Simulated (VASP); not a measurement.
# V (Fd-3m) in VASP: single point with r2SCAN

Aim: the single point of V with r2SCAN.

All numbers are computed with VASP 6.6.1; they aren't measurements. Logs are shortened: lines on timing, memory, paths and dates and some standing lists are left out, and cuts for length are marked.

### Step 1. The cell of the first run

It takes space group Fd-3m (No. 227, cubic). Conventional cell: a = 5.419 Å, b = 5.419 Å, c = 5.419 Å, α = 90.00°, β = 90.00°, γ = 90.00°. Within 3.1 Å of V (site symmetry -43m) lie 4 V at 2.35 Å.

This isn't the form of V at room conditions, which is bcc.

### Step 2. Single point, r2SCAN, collinear spin, ferromagnetic start

POSCAR

```
V
1.0
    0.0000000000      2.7093717002      2.7093717002
    2.7093717002      0.0000000000      2.7093717002
    2.7093717002      2.7093717002      0.0000000000
V
2
Direct
    0.1250000000      0.1250000000      0.1250000000
    0.8750000000      0.8750000000      0.8750000000
```

INCAR.step1

```
SYSTEM = V
PREC     = Accurate       ! precision mode
ENCUT    = 520            ! plane-wave cutoff, eV
ISMEAR   = -1             ! smearing method
SIGMA    = 0.05           ! smearing width, eV
LREAL    = .False.        ! projectors in reciprocal space
LASPH    = .True.         ! aspherical terms in the spheres
NELM     = 150            ! most SCF steps
ISPIN    = 2              ! spin polarisation
MAGMOM   = 1.675 1.675    ! initial moments
LMAXMIX  = 4              ! l up to which the mixer works
NBANDS   = 24             ! bands
GGA      = PE             ! functional
ALGO     = Normal         ! electronic algorithm
EDIFF    = 1E-4           ! SCF threshold, eV
LWAVE    = .True.         ! write WAVECAR
LCHARG   = .False.        ! write CHGCAR
```

INCAR.step2

```
SYSTEM = V
PREC     = Accurate       ! precision mode
ENCUT    = 520            ! plane-wave cutoff, eV
EDIFF    = 1E-7           ! SCF threshold, eV
ISMEAR   = -1             ! smearing method
SIGMA    = 0.05           ! smearing width, eV
LREAL    = .False.        ! projectors in reciprocal space
LASPH    = .True.         ! aspherical terms in the spheres
NELM     = 150            ! most SCF steps
ALGO     = Normal         ! electronic algorithm
ISIF     = 2              ! what is computed and relaxed
LWAVE    = .False.        ! write WAVECAR
LCHARG   = .False.        ! write CHGCAR
ISPIN    = 2              ! spin polarisation
MAGMOM   = 1.675 1.675    ! initial moments
LORBIT   = 11             ! projections on sites
LMAXMIX  = 4              ! l up to which the mixer works
METAGGA  = R2SCAN         ! meta-GGA
LMIXTAU  = .True.       
NBANDS   = 24             ! bands
ISTART   = 1
```

KPOINTS

```
Automatic mesh
0
Gamma
  16 16 16
  0 0 0
```

Potentials or basis: VASP PAW PBE potentials, release 64 (V_sv).

Launch:

```sh
$ cat potpaw_PBE.64/V_sv/POTCAR > POTCAR
$ cp INCAR.step1 INCAR
$ mpirun -np 1 vasp_std > vasp.out
$ cp INCAR.step2 INCAR
$ mpirun -np 1 vasp_std > vasp.out
```

OUTCAR:

```text
SYSTEM = V
   PREC = Accurate
   ENCUT = 520
   EDIFF = 1E-7
   ISMEAR = -1
   LREAL = .False.
   LASPH = .True.
   NELM = 150
   ISIF = 2
   ISPIN = 2
   LORBIT = 11
   METAGGA = R2SCAN
   ISTART = 1

 ion  position               nearest neighbor table
   1  0.125  0.125  0.125-   2 2.35   2 2.35   2 2.35   2 2.35
   2  0.875  0.875  0.875-   1 2.35   1 2.35   1 2.35   1 2.35

  LATTYP: Found a face centered cubic cell.
 ALAT       =     5.4187434004

  Lattice vectors:

 A1 = (   0.0000000000,   2.7093717002,   2.7093717002)
 A2 = (   2.7093717002,   0.0000000000,   2.7093717002)
 A3 = (   2.7093717002,   2.7093717002,   0.0000000000)

Analysis of symmetry for initial positions (statically):
=====================================================================
 Subroutine PRICEL returns:
 Original cell was already a primitive cell.

 Routine SETGRP: Setting up the symmetry group for a
 face centered cubic supercell.

 Subroutine GETGRP returns: Found 48 space group operations
 (whereof 12 operations were pure point group operations)
 out of a pool of 48 trial point group operations.

The static configuration has the point symmetry D_3d.
 The point group associated with its full space group is O_h .

Analysis of symmetry for dynamics (positions and initial velocities):
=====================================================================
 Subroutine PRICEL returns:
 Original cell was already a primitive cell.

 Routine SETGRP: Setting up the symmetry group for a
 face centered cubic supercell.

 Subroutine GETGRP returns: Found 48 space group operations
 (whereof 12 operations were pure point group operations)
 out of a pool of 48 trial point group operations.

The dynamic configuration has the point symmetry D_3d.
 The point group associated with its full space group is O_h .

Analysis of structural, dynamic, and magnetic symmetry:
=====================================================================
 Subroutine PRICEL returns:
 Original cell was already a primitive cell.

 Routine SETGRP: Setting up the symmetry group for a
 face centered cubic supercell.

 Subroutine GETGRP returns: Found 48 space group operations
 (whereof 12 operations were pure point group operations)
 out of a pool of 48 trial point group operations.

The overall configuration has the point symmetry D_3d.
 The point group associated with its full space group is O_h .

 Subroutine INISYM returns: Found 48 space group operations
 (whereof 12 operations are pure point group operations),
 and found     1 'primitive' translations

----------------------------------------------------------------------------------------

                                     Primitive cell

  volume of cell :      39.7773

  direct lattice vectors                    reciprocal lattice vectors
     0.000000000  2.709371700  2.709371700    -0.184544631  0.184544631  0.184544631
     2.709371700  0.000000000  2.709371700     0.184544631 -0.184544631  0.184544631
     2.709371700  2.709371700  0.000000000     0.184544631  0.184544631 -0.184544631

  length of vectors
     3.831630204  3.831630204  3.831630204     0.319640677  0.319640677  0.319640677

  position of ions in fractional coordinates (direct lattice)
     0.125000000  0.125000000  0.125000000
     0.875000000  0.875000000  0.875000000

  ion indices of the primitive-cell ions
   primitive index   ion index
                 1           1
                 2           2

----------------------------------------------------------------------------------------

 KPOINTS: Automatic mesh

Automatic generation of k-mesh.
 Grid dimensions read from file:
 generate k-points for:   16   16   16

 Generating k-lattice:

  Cartesian coordinates                     Fractional coordinates (reciprocal lattice)
    -0.011534039  0.011534039  0.011534039     0.062500000  0.000000000  0.000000000
     0.011534039 -0.011534039  0.011534039     0.000000000  0.062500000  0.000000000
     0.011534039  0.011534039 -0.011534039     0.000000000  0.000000000  0.062500000

  Length of vectors
     0.019977542  0.019977542  0.019977542

  Shift w.r.t. Gamma in fractional coordinates (k-lattice)
     0.000000000  0.000000000  0.000000000

 Subroutine IBZKPT returns following result:
 ===========================================

 Found    145 irreducible k-points:

 Following reciprocal coordinates:
            Coordinates               Weight
  0.000000  0.000000  0.000000      1.000000
  0.062500  0.000000  0.000000      8.000000
  0.125000  0.000000  0.000000      8.000000
  0.187500  0.000000  0.000000      8.000000
  0.250000  0.000000  0.000000      8.000000
  0.312500  0.000000  0.000000      8.000000
[... 16 lines left out ...]
 -0.125000  0.062500  0.000000     24.000000
 -0.062500  0.062500  0.000000     12.000000
 [... further k-points ...]
   k-points           NKPTS =    145   k-points in BZ     NKDIM =    145   number of bands    NBANDS=     24
   number of dos      NEDOS =    301   number of ions     NIONS =      2
   total plane-waves  NPLWV =  21952
   dimension x,y,z NGX =    28 NGY =   28 NGZ =   28
   dimension x,y,z NGXF=    56 NGYF=   56 NGZF=   56
   ions per type =               2
   NGX,Y,Z   is equivalent  to a cutoff of  12.15, 12.15, 12.15 a.u.
   NGXF,Y,Z  is equivalent  to a cutoff of  24.30, 24.30, 24.30 a.u.
 SYSTEM =  V
   PREC   = accura    normal or accurate (medium, high low for compatibility)
   ISTART =      1    job   : 0-new  1-cont  2-samecut
   ICHARG =      0    charge: 1-file 2-atom 10-const
   ISPIN  =      2    spin polarized calculation?
   LNONCOLLINEAR =      F non collinear calculations
   LSORBIT =      F    spin-orbit coupling
   LASPH  =      T    aspherical Exc in radial PAW
   ENCUT  =  520.0 eV  38.22 Ry    6.18 a.u.   7.12  7.12  7.12*2*pi/ulx,y,z
   NELM   =    150;   NELMIN=  2; NELMDL=  0     # of ELM steps
   EDIFF  = 0.1E-06   stopping-criterion for ELM
   LREAL  =      F    real-space projection
   EDIFFG = 0.1E-05   stopping-criterion for IOM
   NSW    =      0    number of steps for IOM
   IBRION =     -1    ionic relax: 0-MD 1-quasi-New 2-CG
   NFREE  =      0    steps in history (QN), initial steepest desc. (CG)
   ISIF   =      2    stress and relaxation
   ISYM   =      2    0-nonsym 1-usesym 2-fastsym
   POTIM  = 0.5000    time-step for ionic-motion
   TEBEG  =    0.0;   TEEND  =   0.0 temperature during run
   PSTRESS=    0.0 pullay stress
   NELECT =      26.0000    total number of electrons
   NUPDOWN=      -1.0000    fix difference up-down
   EMIN   =  10.00;   EMAX   =-10.00  energy-range for DOS
   EFERMI =   0.00;   METHOD = LEGACY
   ISMEAR =    -1;   SIGMA  =   0.05  broadening in eV -4-tet -1-fermi 0-gaus
   EFERMI_NEDOS =   21; number of points for ismear=-14 and -15
   IALGO  =     38    algorithm
   IMIX   =      4    mixing-type and parameters
     AMIX     =   0.40;   BMIX     =  1.00
     AMIX_MAG =   1.60;   BMIX_MAG =  1.00
  volume/ion in A,a.u.               =      19.89       134.22
  Fermi-wavevector in a.u.,A,eV,Ry     =   1.420760  2.684847 27.464158  2.018559
  Thomas-Fermi vector in A             =   2.541641
   LORBIT       =     11    0 simple, 1 ext, 2 COOP (PROOUT), +10 PAW based schemes
   METAGGA = R2SCAN    functional components
   LHFCALC =     F    Hartree Fock is set to
   AEXX    =    0.0000 exact exchange contribution
   IVDW    =     0    specifies the selected vdW correction
   LEPSILON=     F    determine dielectric tensor
   LRPA    =     F    only Hartree local field effects (RPA)
 spin polarized calculation
  energy-cutoff  :      520.00
  volume of cell :       39.78
 maximum number of plane-waves:      1090
   NGX = 15   NGY = 15   NGZ = 15

 number of electron      25.9999985 magnetization       4.3251091

 Free energy of the ion-electron system (eV)
  ---------------------------------------------------
  ext. energy  EPLUGINS =         0.00000000
  ---------------------------------------------------
  free energy    TOTEN  =       -23.90676918 eV

  energy without entropy =      -23.88565313  energy(sigma->0) =      -23.89621115

 E-fermi :   5.9338     XC(G=0): -11.4812

 val. band max:        5.9329363350   @ k =  -0.4375   0.5000   0.0625
 cond. band min:       5.9363338246   @ k =  -0.3125   0.3125   0.0625
 fundamental gap:      0.0033974896
 Fermi energy:         5.9337932176

 spin component 1

 k-point     1 :       0.0000    0.0000    0.0000
  band No.  band energies     occupation
      1     -61.9427      1.00000
      2     -61.3961      1.00000
      3     -34.8870      1.00000
      4     -34.8870      1.00000
      5     -34.8870      1.00000
      6     -34.0843      1.00000
[... 16 lines left out ...]
     23      18.5434      0.00000
     24      18.5434      0.00000
[... 598 lines left out ...]
      2     -61.4067      1.00000
      3     -34.9034      1.00000
      4     -34.8937      1.00000
      5     -34.8817      1.00000
      6     -34.0910      1.00000
[... 16 lines left out ...]
     23      18.5233      0.00000
     24      18.7120      0.00000

 [... further k-points ...]

 spin component 2

 k-point     1 :       0.0000    0.0000    0.0000
  band No.  band energies     occupation
      1     -59.6765      1.00000
      2     -59.1936      1.00000
      3     -32.5791      1.00000
      4     -32.5791      1.00000
      5     -32.5789      1.00000
      6     -31.8940      1.00000
[... 16 lines left out ...]
     23      19.4010      0.00000
     24      20.2604      0.00000
[... 598 lines left out ...]
      2     -59.2029      1.00000
      3     -32.5958      1.00000
      4     -32.5856      1.00000
      5     -32.5766      1.00000
      6     -31.8986      1.00000
[... 16 lines left out ...]
     23      19.4310      0.00000
     24      20.3354      0.00000

 [... further k-points ...]

------------------------ aborting loop because EDIFF is reached ----------------------------------------

  FORCE on cell =-STRESS in cart. coord.  units (eV):
  Direction    XX          YY          ZZ          XY          YZ          ZX
  --------------------------------------------------------------------------------------
  -------------------------------------------------------------------------------------
  Total        0.1479942      0.1479942      0.1479942     -0.0000000      0.0000000      0.0000000
  in kB        5.9610042      5.9610042      5.9610042     -0.0000000      0.0000000      0.0000000
  external PRESSURE =       5.9610042 kB  Pullay stress =       0.0000000 kB

 VOLUME and BASIS-vectors are now :
 -----------------------------------------------------------------------------
  energy-cutoff  :      520.00
  volume of cell :       39.78
      direct lattice vectors                 reciprocal lattice vectors
     0.000000000  2.709371700  2.709371700    -0.184544631  0.184544631  0.184544631
     2.709371700  0.000000000  2.709371700     0.184544631 -0.184544631  0.184544631
     2.709371700  2.709371700  0.000000000     0.184544631  0.184544631 -0.184544631

 POSITION                                       TOTAL-FORCE (eV/Angst)
 -----------------------------------------------------------------------------------
      0.67734      0.67734      0.67734         0.000000      0.000000      0.000000
      4.74140      4.74140      4.74140        -0.000000     -0.000000     -0.000000
 -----------------------------------------------------------------------------------
    total drift:                                0.000000      0.000000     -0.000000

  FREE ENERGIE OF THE ION-ELECTRON SYSTEM (eV)
  ---------------------------------------------------
  free  energy   TOTEN  =       -23.9067691795 eV

  energy  without entropy=      -23.8856531301  energy(sigma->0) =      -23.89621115

 total charge

# of ion       s       p       d       tot
------------------------------------------
    1        2.316   6.129   3.221  11.666
    2        2.316   6.129   3.221  11.666
--------------------------------------------------
tot          4.633  12.258   6.441  23.333

 magnetization (x)

# of ion       s       p       d       tot
------------------------------------------
    1        0.135   0.097   1.778   2.010
    2        0.135   0.097   1.778   2.010
--------------------------------------------------
tot          0.271   0.194   3.556   4.021
```

It took 9 min on 1 thread of AMD EPYC 9R45 (Zen 5), shared host; peak memory 0.29 GiB.

Results:

```
Free energy                                           : -23.9068 eV
Pressure                                              : 0.6 GPa
Net moment                                            : 4.33 μB per cell
Site moments                                          : V +2.01 μB
Valence electrons inside the program's atomic spheres : V 11.67
```

Levels at points of the mesh, in eV from the Fermi level:
Spin up:
| k point | band 13 | band 14 | band 15 | band 16 | band 17 | band 18 |
| --- | --- | --- | --- | --- | --- | --- |
| (0.00, 0.00, 0.00) | -2.18 | -2.18 | 0.07 | 0.07 | 0.07 | 2.43 |
| (0.50, 0.00, 0.00) | -2.09 | -2.09 | -1.36 | 1.01 | 1.01 | 1.72 |
| (0.50, 0.50, 0.00) | -1.57 | -1.57 | 0.06 | 0.06 | 1.87 | 1.87 |
Spin down:
```tsv
k point	band 7	band 8	band 9	band 10	band 11	band 12	band 13	band 14	band 15	band 16
(0.00, 0.00, 0.00)	-37.83	-37.83	-5.51	-0.54	-0.54	0.60	0.60	0.60	2.35	2.35
(0.50, 0.00, 0.00)	-37.74	-37.74	-1.87	-1.50	-0.54	-0.54	0.62	0.62	1.29	2.74
(0.50, 0.50, 0.00)	-37.65	-37.65	-2.06	-2.06	0.80	0.80	1.09	1.09	1.66	1.66
```

Caveat: the PAW data sets were made with another functional, which shifts forces and pressure a little.
